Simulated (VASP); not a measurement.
# Se (P3_121) in VASP: further runs

Se is run at these levels: PBEsol+D3(BJ); tasks: single point.

Everything below comes from runs of VASP 6.6.1. Logs are shortened: lines on timing, memory, paths and dates and some standing lists are left out, and cuts for length are marked.

**1. The cell of the first run**

It takes space group P3_121 (No. 152, trigonal). Conventional cell: a = 3.920 Å, b = 3.920 Å, c = 5.185 Å, α = 90.00°, β = 90.00°, γ = 120.00°. Se (site symmetry 2) has 6 Se at 2.48 to 3.08 Å within 3.3 Å.

**2. Single point, PBEsol+D3(BJ) (23.00 Å³/atom)**

INCAR reads:

```
SYSTEM = Se
ALGO = Normal
EDIFF = 1E-6
ENCUT = 520
GGA = PS
ISIF = 2
ISMEAR = 0
IVDW = 12
LASPH = .TRUE.
LCHARG = .FALSE.
LREAL = .FALSE.
LWAVE = .FALSE.
NBANDS = 16
NELM = 100
PREC = Accurate
SIGMA = 0.03
```

KPOINTS reads:

```
k-points
0
G
  12 12 8
  0 0 0
```

POSCAR reads:

```
Se
1.0
    3.9197365284      0.0000000000      0.0000000000
   -1.9598682642      3.3945914097      0.0000000000
    0.0000000000      0.0000000000      5.1849915850
Se
3
Direct
    0.2610773134      0.0000000000      0.3333333333
    0.0000000000      0.2610773134      0.6666666667
    0.7389226866      0.7389226866      0.0000000000
```

Potentials or basis: VASP PAW PBE potentials, release 64 (Se).

Started as:

```
> cat potpaw_PBE.64/Se/POTCAR > POTCAR
> mpirun -np 1 vasp_std > vasp.out
```

OUTCAR:

```text
SYSTEM = Se
   EDIFF = 1E-6
   ENCUT = 520
   GGA = PS
   ISIF = 2
   ISMEAR = 0
   IVDW = 12
   LASPH = .TRUE.
   LREAL = .FALSE.
   NELM = 100
   PREC = Accurate
 IVDW          = 12

 ion  position               nearest neighbor table
   1  0.261  0.000  0.333-   3 2.48   2 2.48
   2  0.000  0.261  0.667-   3 2.48   1 2.48
   3  0.739  0.739  0.000-   2 2.48   1 2.48

  LATTYP: Found a hexagonal cell.
 ALAT       =     3.9197365284
 C/A-ratio  =     1.3227908426

  Lattice vectors:

 A1 = (   3.9197365284,   0.0000000000,   0.0000000000)
 A2 = (  -1.9598682642,   3.3945914097,   0.0000000000)
 A3 = (   0.0000000000,   0.0000000000,   5.1849915850)

Analysis of symmetry for initial positions (statically):
=====================================================================
 Subroutine PRICEL returns:
 Original cell was already a primitive cell.

 Routine SETGRP: Setting up the symmetry group for a
 hexagonal supercell.

 Subroutine GETGRP returns: Found  6 space group operations
 (whereof  2 operations were pure point group operations)
 out of a pool of 24 trial point group operations.

The static configuration has the point symmetry C_2 .
 The point group associated with its full space group is D_3 .

Analysis of symmetry for dynamics (positions and initial velocities):
=====================================================================
 Subroutine PRICEL returns:
 Original cell was already a primitive cell.

 Routine SETGRP: Setting up the symmetry group for a
 hexagonal supercell.

 Subroutine GETGRP returns: Found  6 space group operations
 (whereof  2 operations were pure point group operations)
 out of a pool of 24 trial point group operations.

The dynamic configuration has the point symmetry C_2 .
 The point group associated with its full space group is D_3 .

 Subroutine INISYM returns: Found  6 space group operations
 (whereof  2 operations are pure point group operations),
 and found     1 'primitive' translations

----------------------------------------------------------------------------------------

                                     Primitive cell

  volume of cell :      68.9910

  direct lattice vectors                    reciprocal lattice vectors
     3.919736528  0.000000000  0.000000000     0.255119188  0.147293132  0.000000000
    -1.959868264  3.394591410  0.000000000     0.000000000  0.294586264  0.000000000
     0.000000000  0.000000000  5.184991585     0.000000000  0.000000000  0.192864344

  length of vectors
     3.919736528  3.919736528  5.184991585     0.294586264  0.294586264  0.192864344

  position of ions in fractional coordinates (direct lattice)
     0.261077313  0.000000000  0.333333333
     0.000000000  0.261077313  0.666666667
     0.738922687  0.738922687  0.000000000

  ion indices of the primitive-cell ions
   primitive index   ion index
                 1           1
                 2           2
                 3           3

----------------------------------------------------------------------------------------

 KPOINTS: k-points

Automatic generation of k-mesh.
 Grid dimensions read from file:
 generate k-points for:   12   12    8

 Generating k-lattice:

  Cartesian coordinates                     Fractional coordinates (reciprocal lattice)
     0.021259932  0.012274428  0.000000000     0.083333333  0.000000000  0.000000000
     0.000000000  0.024548855  0.000000000     0.000000000  0.083333333  0.000000000
     0.000000000  0.000000000  0.024108043     0.000000000  0.000000000  0.125000000

  Length of vectors
     0.024548855  0.024548855  0.024108043

  Shift w.r.t. Gamma in fractional coordinates (k-lattice)
     0.000000000  0.000000000  0.000000000

 Subroutine IBZKPT returns following result:
 ===========================================

 Found    131 irreducible k-points:

 Following reciprocal coordinates:
            Coordinates               Weight
  0.000000  0.000000  0.000000      1.000000
  0.083333  0.000000  0.000000      6.000000
  0.166667 -0.000000  0.000000      6.000000
  0.250000 -0.000000  0.000000      6.000000
  0.333333  0.000000  0.000000      6.000000
  0.416667 -0.000000  0.000000      6.000000
[... 16 lines left out ...]
  0.166667 -0.000000  0.125000      6.000000
  0.000000  0.166667  0.125000      6.000000
 [... further k-points ...]
   k-points           NKPTS =    131   k-points in BZ     NKDIM =    131   number of bands    NBANDS=     16
   number of dos      NEDOS =    301   number of ions     NIONS =      3
   total plane-waves  NPLWV =  36000
   dimension x,y,z NGX =    30 NGY =   30 NGZ =   40
   dimension x,y,z NGXF=    60 NGYF=   60 NGZF=   80
   ions per type =               3
   NGX,Y,Z   is equivalent  to a cutoff of  12.72, 12.72, 12.83 a.u.
   NGXF,Y,Z  is equivalent  to a cutoff of  25.45, 25.45, 25.65 a.u.
 SYSTEM =  Se
   PREC   = accura    normal or accurate (medium, high low for compatibility)
   ISTART =      0    job   : 0-new  1-cont  2-samecut
   ICHARG =      2    charge: 1-file 2-atom 10-const
   ISPIN  =      1    spin polarized calculation?
   LNONCOLLINEAR =      F non collinear calculations
   LSORBIT =      F    spin-orbit coupling
   LASPH  =      T    aspherical Exc in radial PAW
   ENCUT  =  520.0 eV  38.22 Ry    6.18 a.u.   7.29  7.29  9.64*2*pi/ulx,y,z
   NELM   =    100;   NELMIN=  2; NELMDL= -5     # of ELM steps
   EDIFF  = 0.1E-05   stopping-criterion for ELM
   LREAL  =      F    real-space projection
   EDIFFG = 0.1E-04   stopping-criterion for IOM
   NSW    =      0    number of steps for IOM
   IBRION =     -1    ionic relax: 0-MD 1-quasi-New 2-CG
   NFREE  =      0    steps in history (QN), initial steepest desc. (CG)
   ISIF   =      2    stress and relaxation
   ISYM   =      2    0-nonsym 1-usesym 2-fastsym
   POTIM  = 0.5000    time-step for ionic-motion
   TEBEG  =    0.0;   TEEND  =   0.0 temperature during run
   PSTRESS=    0.0 pullay stress
   NELECT =      18.0000    total number of electrons
   NUPDOWN=      -1.0000    fix difference up-down
   EMIN   =  10.00;   EMAX   =-10.00  energy-range for DOS
   EFERMI =   0.00;   METHOD = LEGACY
   ISMEAR =     0;   SIGMA  =   0.03  broadening in eV -4-tet -1-fermi 0-gaus
   EFERMI_NEDOS =   21; number of points for ismear=-14 and -15
   IALGO  =     38    algorithm
   IMIX   =      4    mixing-type and parameters
     AMIX     =   0.40;   BMIX     =  1.00
     AMIX_MAG =   1.60;   BMIX_MAG =  1.00
  volume/ion in A,a.u.               =      23.00       155.19
  Fermi-wavevector in a.u.,A,eV,Ry     =   1.046088  1.976820 14.888854  1.094300
  Thomas-Fermi vector in A             =   2.180911
   LORBIT       =      0    0 simple, 1 ext, 2 COOP (PROOUT), +10 PAW based schemes
   GGA     = PS    functional components
   LHFCALC =     F    Hartree Fock is set to
   AEXX    =    0.0000 exact exchange contribution
   IVDW    =    12    specifies the selected vdW correction
   LEPSILON=     F    determine dielectric tensor
   LRPA    =     F    only Hartree local field effects (RPA)
 non-spin polarized calculation
 Gauss-broadening in eV      SIGMA  =   0.03
  energy-cutoff  :      520.00
  volume of cell :       68.99
 maximum number of plane-waves:      1885
 NGX is ok and might be reduce to    30
   NGX = 15   NGY = 15   NGZ = 19

 number of electron      18.0000000 magnetization

 Free energy of the ion-electron system (eV)
  ---------------------------------------------------
  ext. energy  EPLUGINS =         0.00000000
  ---------------------------------------------------
  free energy    TOTEN  =       -11.54398932 eV

  energy without entropy =      -11.54398932  energy(sigma->0) =      -11.54398932

 E-fermi :   4.4200     XC(G=0):  -9.9394

 val. band max:        4.3228060437   @ k =   0.3333   0.3333   0.5000
 cond. band min:       4.5140495840   @ k =   0.3333   0.3333   0.5000
 fundamental gap:      0.1912435403
 Fermi energy:         4.4199795723

 k-point     1 :       0.0000    0.0000    0.0000
  band No.  band energies     occupation
      1     -11.9586      2.00000
      2      -7.8491      2.00000
      3      -7.8491      2.00000
      4       0.6925      2.00000
      5       1.0126      2.00000
      6       1.0126      2.00000
[... 8 lines left out ...]
     15      11.4664      0.00000
     16      12.4151      0.00000

 k-point     2 :       0.0833    0.0000    0.0000
  band No.  band energies     occupation
      1     -11.9010      2.00000
      2      -7.8630      2.00000
      3      -7.8314      2.00000
      4       0.1989      2.00000
      5       0.6998      2.00000
      6       0.9478      2.00000
[... 8 lines left out ...]
     15      11.7475      0.00000
     16      12.3572      0.00000

 k-point     3 :       0.1667   -0.0000    0.0000
  band No.  band energies     occupation
      1     -11.7328      2.00000
      2      -7.9212      2.00000
      3      -7.7810      2.00000
      4      -0.5779      2.00000
      5       0.2001      2.00000
      6       0.6857      2.00000
[... 8 lines left out ...]
     15      12.1391      0.00000
     16      12.6071      0.00000

 k-point     4 :       0.2500   -0.0000    0.0000
  band No.  band energies     occupation
      1     -11.4694      2.00000
      2      -8.0603      2.00000
      3      -7.7077      2.00000
      4      -1.1741      2.00000
      5      -0.2743      2.00000
      6       0.3776      2.00000
[... 8 lines left out ...]
     15      12.5949      0.00000
     16      13.3019      0.00000
[... 324 lines left out ...]
 k-point    22 :       0.0000    0.0833    0.1250
  band No.  band energies     occupation
      1     -11.8308      2.00000
      2      -8.7025      2.00000
      3      -6.9798      2.00000
      4       0.2741      2.00000
      5       0.4052      2.00000
      6       1.0944      2.00000
[... 8 lines left out ...]
     15      11.7733      0.00000
     16      12.1229      0.00000

 k-point    23 :       0.1667   -0.0000    0.1250
  band No.  band energies     occupation
      1     -11.6652      2.00000
      2      -8.6296      2.00000
      3      -7.0993      2.00000
      4      -0.5072      2.00000
      5       0.3985      2.00000
      6       0.7467      2.00000
[... 8 lines left out ...]
     15      11.8604      0.00000
     16      12.2054      0.00000

 k-point    24 :       0.0000    0.1667    0.1250
  band No.  band energies     occupation
      1     -11.6629      2.00000
      2      -8.6664      2.00000
      3      -7.0340      2.00000
      4      -0.5137      2.00000
      5      -0.1151      2.00000
      6       0.7792      2.00000
[... 8 lines left out ...]
     15      12.1817      0.00000
     16      12.8350      0.00000

 [... further k-points ...]

------------------------ aborting loop because EDIFF is reached ----------------------------------------

 Edisp (eV)   -0.98109

 E8    (eV) :    -0.6192

  FORCE on cell =-STRESS in cart. coord.  units (eV):
  Direction    XX          YY          ZZ          XY          YZ          ZX
  --------------------------------------------------------------------------------------
  -------------------------------------------------------------------------------------
  Total      -0.67648    -0.67648    -0.99397     0.00000     0.00000     0.00000
  in kB     -15.70994   -15.70994   -23.08296     0.00000     0.00000     0.00000
  external pressure =      -18.17 kB  Pullay stress =        0.00 kB

 VOLUME and BASIS-vectors are now :
 -----------------------------------------------------------------------------
  energy-cutoff  :      520.00
  volume of cell :       68.99
      direct lattice vectors                 reciprocal lattice vectors
     3.919736528  0.000000000  0.000000000     0.255119188  0.147293132  0.000000000
    -1.959868264  3.394591410  0.000000000     0.000000000  0.294586264  0.000000000
     0.000000000  0.000000000  5.184991585     0.000000000  0.000000000  0.192864344

 POSITION                                       TOTAL-FORCE (eV/Angst)
 -----------------------------------------------------------------------------------
      1.02335      0.00000      1.72833        -0.127834      0.000000     -0.000000
     -0.51168      0.88625      3.45666         0.063917     -0.110708      0.000000
      1.44819      2.50834      0.00000         0.063917      0.110708      0.000000
 -----------------------------------------------------------------------------------
    total drift:                               -0.000001     -0.000001     -0.000000

  FREE ENERGIE OF THE ION-ELECTRON SYSTEM (eV)
  ---------------------------------------------------
  free  energy   TOTEN  =       -12.5250767213 eV

  energy  without entropy=      -12.5250767181  energy(sigma->0) =      -12.52507672
```

It took 69 s on 1 thread of Oxide Virtual Turin-like, shared host; peak memory 0.23 GiB.

What came out:

| Property | Result |
| --- | --- |
| Free energy | -12.5251 eV |
| Pressure | -1.8 GPa |
| Largest force | 0.128 eV/Å |
| Band gap on the k mesh | 0.19 eV |
| Dispersion energy per atom | -0.327 eV |

Forces on the atoms (eV/Å):
```
Se  -0.128  0.000  0.000
Se   0.064 -0.111  0.000
Se   0.064  0.111  0.000
```

Stress tensor (GPa, compression positive):
```
-1.57  0.00  0.00
 0.00 -1.57  0.00
 0.00  0.00 -2.31
```

Levels at points of the mesh, in eV from the valence-band top:
```
           k point  band 6  band 7  band 8  band 9  band 10  band 11  band 12  band 13
(0.00, 0.00, 0.00)   -3.31   -1.94   -1.94   -0.77     1.27     1.27     2.01     6.19
(0.50, 0.00, 0.00)   -4.14   -4.13   -1.35   -0.97     1.11     1.26     3.78     4.27
(0.00, 0.00, 0.50)   -3.09   -1.50   -1.23   -1.23     0.68     0.69     0.69     5.14
(0.50, 0.00, 0.50)   -4.35   -2.81   -2.37   -0.25     0.96     2.31     3.01     5.67
```

Caveat: semilocal functionals underestimate gaps, and a narrow one can read as zero; the PAW data sets were made with another functional, which shifts forces and pressure a little.

**3. Single point, PBEsol+D3(BJ) (23.00 Å³/atom)**

INCAR reads:

```
ALGO = Normal
EDIFF = 1E-6
ENCUT = 520
GGA = PS
ISIF = 2
ISMEAR = 0
IVDW = 12
LASPH = T
LCHARG = F
LREAL = F
LWAVE = F
NBANDS = 16
NELM = 80
PREC = Accurate
SIGMA = 0.03
```

KPOINTS reads:

```
k-points
0
Gamma
  12 12 8
```

POSCAR reads:

```
Se
1.0
    4.0262074447      0.0000000000      0.0000000000
   -2.0131037223      3.4867979280      0.0000000000
    0.0000000000      0.0000000000      4.9143888070
Se
3
Direct
    0.2610773134      0.0000000000      0.3333333333
    0.0000000000      0.2610773134      0.6666666667
    0.7389226866      0.7389226866      0.0000000000
```

Potentials or basis: VASP PAW PBE potentials, release 64 (Se).

Started as:

```
> cat potpaw_PBE.64/Se/POTCAR > POTCAR
> mpirun -np 1 vasp_std > vasp.out
```

It took 82 s on 1 thread of Oxide Virtual Turin-like, shared host; peak memory 0.23 GiB.

The run converged. Its results:

* Free energy: -12.4969 eV
* Pressure: -0.2 GPa
* Largest force: 0.098 eV/Å
* Band gap on the k mesh: 0.27 eV (least direct gap 0.75 eV)
* Dispersion energy per atom: -0.327 eV

Forces in eV/Å, atoms in the order of the input:
```
Se  -0.098  0.000  0.000
Se   0.049 -0.085  0.000
Se   0.049  0.085  0.000
```

Stress tensor (GPa, compression positive):
```
-1.18  0.00  0.00
 0.00 -1.18  0.00
 0.00  0.00  1.80
```

Levels at points of the mesh, in eV from the valence-band top:
| k point | band 5 | band 6 | band 7 | band 8 | band 9 | band 10 | band 11 | band 12 | band 13 | band 14 |
| --- | --- | --- | --- | --- | --- | --- | --- | --- | --- | --- |
| (0.00, 0.00, 0.00) | -3.69 | -3.69 | -2.34 | -2.34 | -1.09 | 1.31 | 1.31 | 1.56 | 6.13 | 6.13 |
| (0.50, 0.00, 0.00) | -5.41 | -4.46 | -4.01 | -1.53 | -1.13 | 1.13 | 1.19 | 3.67 | 4.32 | 8.33 |
| (0.00, 0.00, 0.50) | -3.58 | -3.58 | -1.72 | -1.72 | -1.66 | 0.27 | 0.27 | 0.56 | 5.42 | 6.26 |
| (0.50, 0.00, 0.50) | -4.68 | -4.65 | -3.04 | -2.45 | -0.02 | 1.40 | 2.51 | 2.81 | 5.83 | 7.08 |

Caveat: semilocal functionals underestimate gaps, and a narrow one can read as zero; the PAW data sets were made with another functional, which shifts forces and pressure a little.
